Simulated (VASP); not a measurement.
A run of VASP 6.6.1:

Contents of INCAR:

```
ALGO = Normal
EDIFF = 1E-6
ENCUT = 520
GGA = PE
ISIF = 2
ISMEAR = 0
LASPH = True
LCHARG = False
LREAL = False
LWAVE = False
NBANDS = 27
NELM = 100
PREC = Accurate
SIGMA = 0.1
```

KPOINTS

```
k-points
0
Gamma
  8 8 8
```

File POSCAR:

```
SnS4
1.0
    4.4269213462      0.0000000000      0.0000000000
    0.0000000000      4.4269213462      0.0000000000
    0.0000000000      0.0000000000      5.7886555295
Sn S
1 4
Direct
    0.5000000000      0.5000000000      0.5000000000
    0.0000000000      0.5000000000      0.0000000000
    0.5000000000      0.0000000000      0.0000000000
    0.5000000000      0.5000000000      0.0000000000
    0.0000000000      0.0000000000      0.5000000000
```

Potentials or basis: VASP PAW PBE potentials, release 64 (Sn_d, S).

Command:

```sh
$ cat potpaw_PBE.64/Sn_d/POTCAR potpaw_PBE.64/S/POTCAR > POTCAR
$ mpirun -np 1 vasp_std > vasp.out
```

Hardware: 1 thread of Intel(R) Xeon(R) 6975P-C (Granite Rapids), on a shared host.

How long does it take, and how much memory?

Run time: 90 s on 1 thread of Intel(R) Xeon(R) 6975P-C (Granite Rapids), with other jobs on the host, peak memory 0.35 GiB. Counts: scf iterations 15, k points 75.
